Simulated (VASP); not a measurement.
# C (I4_1/amd) in VASP: further runs

C is run at these levels: PBE; tasks: single point, relaxation of cell and atoms.

All numbers are computed with VASP 6.6.1; they aren't measurements. Logs are shortened: lines on timing, memory, paths and dates and some standing lists are left out, and cuts for length are marked.

**1. The cell of the first run**

Symmetry: I4_1/amd, No. 141, tetragonal system. The conventional cell has a = 6.586 Å, b = 6.586 Å, c = 3.391 Å, α = 90.00°, β = 90.00°, γ = 90.00°. Within 1.8 Å of C (site symmetry m) lie 3 C at 1.36 to 1.48 Å.

The cell was generated, and may not be a known phase.

**2. Single point, PBE**

Contents of INCAR:

```
SYSTEM = C
ALGO     = Normal         ! electronic algorithm
EDIFF    = 1E-6           ! SCF threshold, eV
ENCUT    = 600            ! plane-wave cutoff, eV
GGA      = PE             ! functional
GGA_COMPAT= .FALSE.      
ISIF     = 2              ! what is computed and relaxed
ISMEAR   = 0              ! smearing method
LASPH    = .TRUE.         ! aspherical terms in the spheres
LCHARG   = .FALSE.        ! write CHGCAR
LREAL    = .FALSE.        ! projectors in reciprocal space
LWAVE    = .FALSE.        ! write WAVECAR
NBANDS   = 26             ! bands
NELM     = 120            ! most SCF steps
PREC     = Accurate       ! precision mode
SIGMA    = 0.1            ! smearing width, eV
```

Contents of KPOINTS:

```
k-points
0
G
  6 6 6
  0 0 0
```

Contents of POSCAR:

```
C
1.0
   -3.2929256395      3.2929256395      1.6953441624
    3.2929256395     -3.2929256395      1.6953441624
    3.2929256395      3.2929256395     -1.6953441624
C
8
Direct
    0.8820761512      0.0387842610      0.8432918902
    0.1954923708      0.0387842610      0.1567081098
    0.7887842610      0.4454923708      0.6567081098
    0.7887842610      0.1320761512      0.3432918902
    0.5545076292      0.2112157390      0.3432918902
    0.8679238488      0.2112157390      0.6567081098
    0.9612157390      0.8045076292      0.8432918902
    0.9612157390      0.1179238488      0.1567081098
```

Potentials or basis: VASP PAW PBE potentials, release 64 (C).

On the command line:

```console
cat potpaw_PBE.64/C/POTCAR > POTCAR
mpirun -np 1 vasp_std > vasp.out
```

OUTCAR:

```text
SYSTEM = C
   EDIFF = 1E-6
   ENCUT = 600
   GGA = PE
   ISIF = 2
   ISMEAR = 0
   LASPH = .TRUE.
   LREAL = .FALSE.
   NELM = 120
   PREC = Accurate

 ion  position               nearest neighbor table
   1  0.882  0.039  0.843-   6 1.36   7 1.48   8 1.48   2 2.06
   2  0.195  0.039  0.157-   5 1.36   8 1.48   7 1.48   1 2.06
   3  0.789  0.445  0.657-   7 1.36   6 1.48   5 1.48   4 2.06
   4  0.789  0.132  0.343-   8 1.36   5 1.48   6 1.48   3 2.06
   5  0.555  0.211  0.343-   2 1.36   4 1.48   3 1.48   6 2.06
   6  0.868  0.211  0.657-   1 1.36   3 1.48   4 1.48   5 2.06
   7  0.961  0.805  0.843-   3 1.36   1 1.48   2 1.48   8 2.06
   8  0.961  0.118  0.157-   4 1.36   2 1.48   1 1.48   7 2.06

  LATTYP: Found a body centered tetragonal cell.
 ALAT       =     6.5858512790
 C/A-ratio  =     0.5148443506

  Lattice vectors:

 A1 = (  -3.2929256395,   3.2929256395,   1.6953441624)
 A2 = (   3.2929256395,  -3.2929256395,   1.6953441624)
 A3 = (   3.2929256395,   3.2929256395,  -1.6953441624)

Analysis of symmetry for initial positions (statically):
=====================================================================
 Subroutine PRICEL returns:
 Original cell was already a primitive cell.

 Routine SETGRP: Setting up the symmetry group for a
 body centered tetragonal supercell.

 Subroutine GETGRP returns: Found 16 space group operations
 (whereof  8 operations were pure point group operations)
 out of a pool of 16 trial point group operations.

The static configuration has the point symmetry D_2d.
 The point group associated with its full space group is D_4h.

Analysis of symmetry for dynamics (positions and initial velocities):
=====================================================================
 Subroutine PRICEL returns:
 Original cell was already a primitive cell.

 Routine SETGRP: Setting up the symmetry group for a
 body centered tetragonal supercell.

 Subroutine GETGRP returns: Found 16 space group operations
 (whereof  8 operations were pure point group operations)
 out of a pool of 16 trial point group operations.

The dynamic configuration has the point symmetry D_2d.
 The point group associated with its full space group is D_4h.

 Subroutine INISYM returns: Found 16 space group operations
 (whereof  8 operations are pure point group operations),
 and found     1 'primitive' translations

----------------------------------------------------------------------------------------

                                     Primitive cell

  volume of cell :      73.5329

  direct lattice vectors                    reciprocal lattice vectors
    -3.292925639  3.292925639  1.695344162     0.000000000  0.151840659  0.294925367
     3.292925639 -3.292925639  1.695344162     0.151840659  0.000000000  0.294925367
     3.292925639  3.292925639 -1.695344162     0.151840659  0.151840659  0.000000000

  length of vectors
     4.955896525  4.955896525  4.955896525     0.331717588  0.331717588  0.214735120

  position of ions in fractional coordinates (direct lattice)
     0.882076151  0.038784261  0.843291890
     0.195492371  0.038784261  0.156708110
     0.788784261  0.445492371  0.656708110
     0.788784261  0.132076151  0.343291890
     0.554507629  0.211215739  0.343291890
     0.867923849  0.211215739  0.656708110
     0.961215739  0.804507629  0.843291890
     0.961215739  0.117923849  0.156708110

  ion indices of the primitive-cell ions
   primitive index   ion index
                 1           1
                 2           2
                 3           3
                 4           4
                 5           5
                 6           6
                 7           7
                 8           8

----------------------------------------------------------------------------------------

 KPOINTS: k-points

Automatic generation of k-mesh.
 Grid dimensions read from file:
 generate k-points for:    6    6    6

 Generating k-lattice:

  Cartesian coordinates                     Fractional coordinates (reciprocal lattice)
     0.000000000  0.025306777  0.049154228     0.166666667  0.000000000  0.000000000
     0.025306777  0.000000000  0.049154228     0.000000000  0.166666667  0.000000000
     0.025306777  0.025306777  0.000000000     0.000000000  0.000000000  0.166666667

  Length of vectors
     0.055286265  0.055286265  0.035789187

  Shift w.r.t. Gamma in fractional coordinates (k-lattice)
     0.000000000  0.000000000  0.000000000

 Subroutine IBZKPT returns following result:
 ===========================================

 Found     30 irreducible k-points:

 Following reciprocal coordinates:
            Coordinates               Weight
  0.000000  0.000000  0.000000      1.000000
  0.166667  0.000000 -0.000000      8.000000
  0.333333  0.000000 -0.000000      8.000000
  0.500000  0.000000  0.000000      4.000000
  0.166667  0.166667 -0.000000      8.000000
  0.333333  0.166667 -0.000000     16.000000
[... 16 lines left out ...]
 -0.333333 -0.333333  0.166667      8.000000
 -0.166667 -0.333333  0.166667      8.000000
 [... further k-points ...]
   k-points           NKPTS =     30   k-points in BZ     NKDIM =     30   number of bands    NBANDS=     26
   number of dos      NEDOS =    301   number of ions     NIONS =      8
   total plane-waves  NPLWV =  64000
   dimension x,y,z NGX =    40 NGY =   40 NGZ =   40
   dimension x,y,z NGXF=    80 NGYF=   80 NGZF=   80
   ions per type =               8
   NGX,Y,Z   is equivalent  to a cutoff of  13.42, 13.42, 13.42 a.u.
   NGXF,Y,Z  is equivalent  to a cutoff of  26.84, 26.84, 26.84 a.u.
 SYSTEM =  C
   PREC   = accura    normal or accurate (medium, high low for compatibility)
   ISTART =      0    job   : 0-new  1-cont  2-samecut
   ICHARG =      2    charge: 1-file 2-atom 10-const
   ISPIN  =      1    spin polarized calculation?
   LNONCOLLINEAR =      F non collinear calculations
   LSORBIT =      F    spin-orbit coupling
   LASPH  =      T    aspherical Exc in radial PAW
   ENCUT  =  600.0 eV  44.10 Ry    6.64 a.u.   9.90  9.90  9.90*2*pi/ulx,y,z
   NELM   =    120;   NELMIN=  2; NELMDL= -5     # of ELM steps
   EDIFF  = 0.1E-05   stopping-criterion for ELM
   LREAL  =      F    real-space projection
   EDIFFG = 0.1E-04   stopping-criterion for IOM
   NSW    =      0    number of steps for IOM
   IBRION =     -1    ionic relax: 0-MD 1-quasi-New 2-CG
   NFREE  =      0    steps in history (QN), initial steepest desc. (CG)
   ISIF   =      2    stress and relaxation
   ISYM   =      2    0-nonsym 1-usesym 2-fastsym
   POTIM  = 0.5000    time-step for ionic-motion
   TEBEG  =    0.0;   TEEND  =   0.0 temperature during run
   PSTRESS=    0.0 pullay stress
   NELECT =      32.0000    total number of electrons
   NUPDOWN=      -1.0000    fix difference up-down
   EMIN   =  10.00;   EMAX   =-10.00  energy-range for DOS
   EFERMI =   0.00;   METHOD = LEGACY
   ISMEAR =     0;   SIGMA  =   0.10  broadening in eV -4-tet -1-fermi 0-gaus
   EFERMI_NEDOS =   21; number of points for ismear=-14 and -15
   IALGO  =     38    algorithm
   IMIX   =      4    mixing-type and parameters
     AMIX     =   0.40;   BMIX     =  1.00
     AMIX_MAG =   1.60;   BMIX_MAG =  1.00
  volume/ion in A,a.u.               =       9.19        62.03
  Fermi-wavevector in a.u.,A,eV,Ry     =   1.240598  2.344389 20.940486  1.539082
  Thomas-Fermi vector in A             =   2.375031
   LORBIT       =      0    0 simple, 1 ext, 2 COOP (PROOUT), +10 PAW based schemes
   GGA     = PE    functional components
   LHFCALC =     F    Hartree Fock is set to
   AEXX    =    0.0000 exact exchange contribution
   IVDW    =     0    specifies the selected vdW correction
   LEPSILON=     F    determine dielectric tensor
   LRPA    =     F    only Hartree local field effects (RPA)
 non-spin polarized calculation
 Gauss-broadening in eV      SIGMA  =   0.10
  energy-cutoff  :      600.00
  volume of cell :       73.53
 maximum number of plane-waves:      2479
   NGX = 19   NGY = 19   NGZ = 19

 number of electron      32.0000000 magnetization

 Free energy of the ion-electron system (eV)
  ---------------------------------------------------
  ext. energy  EPLUGINS =         0.00000000
  ---------------------------------------------------
  free energy    TOTEN  =       -68.35962256 eV

  energy without entropy =      -68.35826186  energy(sigma->0) =      -68.35894221

 E-fermi :   4.2036     XC(G=0): -10.1944

 val. band max:        4.1313925697   @ k =  -0.1667   0.1667   0.1667
 cond. band min:       4.2905716629   @ k =  -0.1667   0.1667   0.0000
 fundamental gap:      0.1591790932
 Fermi energy:         4.2035826164

 k-point     1 :       0.0000    0.0000    0.0000
  band No.  band energies     occupation
      1     -15.2774      2.00000
      2     -13.0435      2.00000
      3     -10.3187      2.00000
      4     -10.3187      2.00000
      5      -7.5771      2.00000
      6      -6.3201      2.00000
[... 18 lines left out ...]
     25      13.0205      0.00000
     26      14.6426      0.00000

 k-point     2 :       0.1667    0.0000   -0.0000
  band No.  band energies     occupation
      1     -15.1202      2.00000
      2     -13.1615      2.00000
      3     -10.3172      2.00000
      4     -10.0575      2.00000
      5      -7.8396      2.00000
      6      -6.5988      2.00000
[... 18 lines left out ...]
     25      13.2101      0.00000
     26      14.4940      0.00000

 k-point     3 :       0.3333    0.0000   -0.0000
  band No.  band energies     occupation
      1     -14.7385      2.00000
      2     -13.4129      2.00000
      3     -10.3056      2.00000
      4      -9.5163      2.00000
      5      -8.4326      2.00000
      6      -6.7731      2.00000
[... 18 lines left out ...]
     25      14.1408      0.00000
     26      14.3303      0.00000

 k-point     4 :       0.5000    0.0000    0.0000
  band No.  band energies     occupation
      1     -14.4750      2.00000
      2     -13.5894      2.00000
      3     -10.2957      2.00000
      4      -9.0496      2.00000
      5      -8.9317      2.00000
      6      -6.7983      2.00000
[... 18 lines left out ...]
     25      14.7878      0.00000
     26      15.6163      0.00000

 k-point     5 :       0.1667    0.1667   -0.0000
  band No.  band energies     occupation
      1     -14.8135      2.00000
      2     -13.2872      2.00000
      3     -10.1214      2.00000
      4      -9.9762      2.00000
      5      -7.9481      2.00000
      6      -6.9033      2.00000
[... 18 lines left out ...]
     25      14.2513      0.00000
     26      14.3025      0.00000

 k-point     6 :       0.3333    0.1667   -0.0000
  band No.  band energies     occupation
      1     -14.4747      2.00000
      2     -13.5911      2.00000
      3     -10.1524      2.00000
      4      -9.6197      2.00000
      5      -8.3203      2.00000
      6      -7.1140      2.00000
[... 427 lines left out ...]
 k-point    21 :      -0.3333    0.5000    0.1667
  band No.  band energies     occupation
      1     -14.4693      2.00000
      2     -14.0235      2.00000
      3     -10.4984      2.00000
      4     -10.0416      2.00000
      5      -7.9892      2.00000
      6      -7.1744      2.00000
[... 18 lines left out ...]
     25      13.7505      0.00000
     26      14.3238      0.00000

 k-point    22 :      -0.1667    0.5000    0.1667
  band No.  band energies     occupation
      1     -14.4457      2.00000
      2     -13.7248      2.00000
      3     -10.4727      2.00000
      4      -9.8682      2.00000
      5      -8.0898      2.00000
      6      -6.7743      2.00000
[... 18 lines left out ...]
     25      14.0568      0.00000
     26      14.8232      0.00000

 k-point    23 :      -0.3333   -0.3333    0.1667
  band No.  band energies     occupation
      1     -14.3969      2.00000
      2     -13.7347      2.00000
      3     -10.4005      2.00000
      4     -10.2895      2.00000
      5      -7.6249      2.00000
      6      -6.8846      2.00000
[... 18 lines left out ...]
     25      14.2074      0.00000
     26      14.5994      0.00000

 k-point    24 :      -0.1667   -0.3333    0.1667
  band No.  band energies     occupation
      1     -14.5757      2.00000
      2     -13.3609      2.00000
      3     -10.3007      2.00000
      4     -10.1213      2.00000
      5      -7.7002      2.00000
      6      -6.6268      2.00000
[... 18 lines left out ...]
     25      14.6258      0.00000
     26      15.1887      0.00000

 [... further k-points ...]
[... 5 lines left out ...]
  --------------------------------------------------------------------------------------
  -------------------------------------------------------------------------------------
  Total       -0.0505537     -0.0505537     -0.1264482      0.0000000     -0.0000000      0.0000000
  in kB       -1.1014934     -1.1014934     -2.7551272      0.0000000     -0.0000000      0.0000000
  external PRESSURE =      -1.6527047 kB  Pullay stress =       0.0000000 kB

 VOLUME and BASIS-vectors are now :
 -----------------------------------------------------------------------------
  energy-cutoff  :      600.00
  volume of cell :       73.53
      direct lattice vectors                 reciprocal lattice vectors
    -3.292925639  3.292925639  1.695344162     0.000000000  0.151840659  0.294925367
     3.292925639 -3.292925639  1.695344162     0.151840659  0.000000000  0.294925367
     3.292925639  3.292925639 -1.695344162     0.151840659  0.151840659  0.000000000

 POSITION                                       TOTAL-FORCE (eV/Angst)
 -----------------------------------------------------------------------------------
      0.00000      5.55379      0.13151        -0.000000     -0.007946      0.003600
      0.00000      1.03206      0.13151        -0.000000      0.007946      0.003600
      1.03206      3.29293      0.97918         0.007946      0.000000      0.003600
     -1.03206      3.29293      0.97918        -0.007946      0.000000      0.003600
     -0.00000      2.26087      0.71617        -0.000000     -0.007946     -0.003600
      0.00000      4.32498      0.71617        -0.000000      0.007946     -0.003600
      2.26087      3.29293      1.56384        -0.007946      0.000000     -0.003600
     -2.26087      3.29293      1.56384         0.007946      0.000000     -0.003600
 -----------------------------------------------------------------------------------
    total drift:                               -0.000000      0.000000     -0.000000

  FREE ENERGIE OF THE ION-ELECTRON SYSTEM (eV)
  ---------------------------------------------------
  free  energy   TOTEN  =       -68.3596225562 eV

  energy  without entropy=      -68.3582618567  energy(sigma->0) =      -68.35894221
```

It took 34 s on 1 thread of AMD EPYC 9R45 (Zen 5), shared host; peak memory 0.21 GiB.

Results:

```
Free energy   : -68.3596 eV
Pressure      : -0.2 GPa
Largest force : 0.009 eV/Å
```

Forces in eV/Å, atoms in the order of the input:
```
C    0.000 -0.008  0.004
C    0.000  0.008  0.004
C    0.008  0.000  0.004
C   -0.008  0.000  0.004
C    0.000 -0.008 -0.004
C    0.000  0.008 -0.004
C   -0.008  0.000 -0.004
C    0.008  0.000 -0.004
```

Caveat: this functional lacks dispersion, which binds layers or chains, so the pressure and a relaxed spacing across them are unreliable.

(Continued in part 2 of 2.)
